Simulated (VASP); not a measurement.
# Si2Ni (f.bd3) (Fm-3m) in VASP: single point with PBE+D3(BJ)

Aim: the single point of Si2Ni (f.bd3) with PBE+D3(BJ).

All numbers are computed with VASP 6.6.1; they aren't measurements. Logs are shortened: lines on timing, memory, paths and dates and some standing lists are left out, and cuts for length are marked.

## 1. The cell of the first run

Symmetry: Fm-3m, No. 225, cubic system. The conventional cell has a = 5.390 Å, b = 5.390 Å, c = 5.390 Å, α = 90.00°, β = 90.00°, γ = 90.00°. Ni (site symmetry m-3m) has 8 Si at 2.33 Å within 3.1 Å. Si (site symmetry -43m) has 4 Ni at 2.33 Å and 6 Si at 2.69 to 2.70 Å within 3.1 Å.

## 2. Single point, PBE+D3(BJ)

The input, INCAR:

```
SYSTEM = Si2Ni
PREC = Accurate
ENCUT = 600
EDIFF = 1E-6
ISMEAR = 0
SIGMA = 0.1
LREAL = .FALSE.
LASPH = .TRUE.
NELM = 120
ALGO = Normal
ISIF = 2
LWAVE = .FALSE.
LCHARG = .TRUE.
GGA = PE
IVDW = 12
LELF = .TRUE.
LVHAR = .TRUE.
NBANDS = 16
GGA_COMPAT = .FALSE.
```

The input, KPOINTS:

```
Automatic mesh
0
G
  6 6 6
  0 0 0
```

The input, POSCAR:

```
Si2Ni
1.0
    0.0000000000      2.6950000000      2.6950000000
    2.6950000000      0.0000000000      2.6950000000
    2.6950000000      2.6950000000      0.0000000000
Ni Si
1 2
Direct
    0.0000000000      0.0000000000      0.0000000000
    0.2500000000      0.2500000000      0.2500000000
    0.7500000000      0.7500000000      0.7500000000
```

Potentials or basis: VASP PAW PBE potentials, release 64 (Ni, Si).

Command:

```
$ cat potpaw_PBE.64/Ni/POTCAR potpaw_PBE.64/Si/POTCAR > POTCAR
$ mpirun -np 1 vasp_std > vasp.out
```

OUTCAR:

```text
SYSTEM = Si2Ni
   PREC = Accurate
   ENCUT = 600
   EDIFF = 1E-6
   ISMEAR = 0
   LREAL = .FALSE.
   LASPH = .TRUE.
   NELM = 120
   ISIF = 2
   GGA = PE
   IVDW = 12
 IVDW          = 12

 ion  position               nearest neighbor table
   1  0.000  0.000  0.000-   3 2.33   3 2.33   3 2.33   2 2.33   2 2.33   2 2.33   3 2.33   2 2.33

   2  0.250  0.250  0.250-   1 2.33   1 2.33   1 2.33   1 2.33   3 2.69   3 2.69   3 2.69   3 2.69
                             3 2.69   3 2.69
   3  0.750  0.750  0.750-   1 2.33   1 2.33   1 2.33   1 2.33   2 2.69   2 2.69   2 2.69   2 2.69
                             2 2.69   2 2.69

  LATTYP: Found a face centered cubic cell.
 ALAT       =     5.3900000000

  Lattice vectors:

 A1 = (   0.0000000000,   2.6950000000,   2.6950000000)
 A2 = (   2.6950000000,   0.0000000000,   2.6950000000)
 A3 = (   2.6950000000,   2.6950000000,   0.0000000000)

Analysis of symmetry for initial positions (statically):
=====================================================================
 Subroutine PRICEL returns:
 Original cell was already a primitive cell.

 Routine SETGRP: Setting up the symmetry group for a
 face centered cubic supercell.

 Subroutine GETGRP returns: Found 48 space group operations
 (whereof 48 operations were pure point group operations)
 out of a pool of 48 trial point group operations.

The static configuration has the point symmetry O_h .

Analysis of symmetry for dynamics (positions and initial velocities):
=====================================================================
 Subroutine PRICEL returns:
 Original cell was already a primitive cell.

 Routine SETGRP: Setting up the symmetry group for a
 face centered cubic supercell.

 Subroutine GETGRP returns: Found 48 space group operations
 (whereof 48 operations were pure point group operations)
 out of a pool of 48 trial point group operations.

The dynamic configuration has the point symmetry O_h .

 Subroutine INISYM returns: Found 48 space group operations
 (whereof 48 operations are pure point group operations),
 and found     1 'primitive' translations

----------------------------------------------------------------------------------------

                                     Primitive cell

  volume of cell :      39.1477

  direct lattice vectors                    reciprocal lattice vectors
     0.000000000  2.695000000  2.695000000    -0.185528757  0.185528757  0.185528757
     2.695000000  0.000000000  2.695000000     0.185528757 -0.185528757  0.185528757
     2.695000000  2.695000000  0.000000000     0.185528757  0.185528757 -0.185528757

  length of vectors
[... 74 lines left out ...]
   NELM   =    120;   NELMIN=  2; NELMDL= -5     # of ELM steps
   EDIFF  = 0.1E-05   stopping-criterion for ELM
   LREAL  =      F    real-space projection
   EDIFFG = 0.1E-04   stopping-criterion for IOM
   NSW    =      0    number of steps for IOM
   IBRION =     -1    ionic relax: 0-MD 1-quasi-New 2-CG
   NFREE  =      0    steps in history (QN), initial steepest desc. (CG)
   ISIF   =      2    stress and relaxation
   ISYM   =      2    0-nonsym 1-usesym 2-fastsym
   POTIM  = 0.5000    time-step for ionic-motion
   TEBEG  =    0.0;   TEEND  =   0.0 temperature during run
   PSTRESS=    0.0 pullay stress
   NELECT =      18.0000    total number of electrons
   NUPDOWN=      -1.0000    fix difference up-down
   EMIN   =  10.00;   EMAX   =-10.00  energy-range for DOS
[... 5 lines left out ...]
     AMIX     =   0.40;   BMIX     =  1.00
     AMIX_MAG =   1.60;   BMIX_MAG =  1.00
  volume/ion in A,a.u.               =      13.05        88.06
  Fermi-wavevector in a.u.,A,eV,Ry     =   1.263563  2.387788 21.722945  1.596591
  Thomas-Fermi vector in A             =   2.396913
   LORBIT       =      0    0 simple, 1 ext, 2 COOP (PROOUT), +10 PAW based schemes
   GGA     = PE    functional components
   LHFCALC =     F    Hartree Fock is set to
   AEXX    =    0.0000 exact exchange contribution
   IVDW    =    12    specifies the selected vdW correction
   LEPSILON=     F    determine dielectric tensor
   LRPA    =     F    only Hartree local field effects (RPA)
 non-spin polarized calculation
 Gauss-broadening in eV      SIGMA  =   0.10
  energy-cutoff  :      600.00
  volume of cell :       39.15
 maximum number of plane-waves:      1316
   NGX = 15   NGY = 15   NGZ = 15

 number of electron      17.9999991 magnetization

 Free energy of the ion-electron system (eV)
  ---------------------------------------------------
  ext. energy  EPLUGINS =         0.00000000
  ---------------------------------------------------
  free energy    TOTEN  =       -17.35014768 eV

  energy without entropy =      -17.34345022  energy(sigma->0) =      -17.34679895

 E-fermi :  10.6496     XC(G=0): -11.6275

 val. band max:       10.6390717607   @ k =   0.1667   0.1667   0.0000
 cond. band min:      10.9374727846   @ k =   0.3333   0.1667   0.0000
 fundamental gap:      0.2984010239
 Fermi energy:        10.6496255478

 k-point     1 :       0.0000    0.0000    0.0000
  band No.  band energies     occupation
      1      -3.3526      2.00000
      2       5.3383      2.00000
      3       5.3383      2.00000
      4       5.3383      2.00000
      5       7.0465      2.00000
      6       7.0465      2.00000
[... 281 lines left out ...]
      3       2.9847      2.00000
      4       4.4767      2.00000
      5       6.6094      2.00000
      6       6.9272      2.00000
[... 8 lines left out ...]
     15      20.1546      0.00000
     16      21.4154      0.00000

------------------------ aborting loop because EDIFF is reached ----------------------------------------

 Edisp (eV)   -1.34749

 E8    (eV) :    -0.5648

  FORCE on cell =-STRESS in cart. coord.  units (eV):
  Direction    XX          YY          ZZ          XY          YZ          ZX
  --------------------------------------------------------------------------------------
  -------------------------------------------------------------------------------------
  Total      -0.09828    -0.09828    -0.09828     0.00000     0.00000    -0.00000
  in kB      -4.02245    -4.02245    -4.02245     0.00000     0.00000    -0.00000
  external pressure =       -4.02 kB  Pullay stress =        0.00 kB

 VOLUME and BASIS-vectors are now :
 -----------------------------------------------------------------------------
  energy-cutoff  :      600.00
  volume of cell :       39.15
      direct lattice vectors                 reciprocal lattice vectors
     0.000000000  2.695000000  2.695000000    -0.185528757  0.185528757  0.185528757
     2.695000000  0.000000000  2.695000000     0.185528757 -0.185528757  0.185528757
     2.695000000  2.695000000  0.000000000     0.185528757  0.185528757 -0.185528757

 POSITION                                       TOTAL-FORCE (eV/Angst)
 -----------------------------------------------------------------------------------
      0.00000      0.00000      0.00000         0.000000     -0.000000      0.000000
      1.34750      1.34750      1.34750        -0.000000     -0.000000     -0.000000
      4.04250      4.04250      4.04250         0.000000      0.000000      0.000000
 -----------------------------------------------------------------------------------
    total drift:                                0.000000     -0.000000     -0.000000

  FREE ENERGIE OF THE ION-ELECTRON SYSTEM (eV)
  ---------------------------------------------------
  free  energy   TOTEN  =       -18.6976408504 eV

  energy  without entropy=      -18.6909433942  energy(sigma->0) =      -18.69429212
```

stdout:

```text
POSCAR found type information on POSCAR NiSi
 POSCAR found :  2 types and       3 ions
 scaLAPACK will be used
 LDA part: xc-table for (Slater+PW92), standard interpolation
 POSCAR, INCAR and KPOINTS ok, starting setup
 FFT: planning ... GRIDC
 FFT: planning ... GRID_SOFT
 FFT: planning ... GRID
 WAVECAR not read
 entering main loop
```

It took 12 s on 1 thread of Intel Xeon 6975P-C (Granite Rapids), shared host; peak memory 0.17 GiB.

What came out:

- Free energy: -18.6976 eV
- Pressure: -0.4 GPa
- Band gap on the k mesh: zero (band 9 reaches 12.31 eV, above the bottom of band 10 at 10.20 eV)
- Dispersion energy per atom: -0.449 eV

Levels at points of the mesh, in eV from the Fermi level:
```tsv
k point	band 6	band 7	band 8	band 9	band 10	band 11	band 12	band 13
(0.00, 0.00, 0.00)	-3.60	-0.29	1.66	1.66	1.66	2.20	2.20	2.20
(0.50, 0.00, 0.00)	-3.41	-3.41	-1.53	-1.53	1.74	1.76	1.76	2.61
(0.50, 0.50, 0.00)	-3.69	-3.69	-3.53	-3.19	-0.45	1.34	7.66	8.32
```

Caveat: pairwise dispersion overbinds metals, which lowers pressure and volume. Spin polarisation is off, so any magnetic state and its effect on volume and gap are missing.
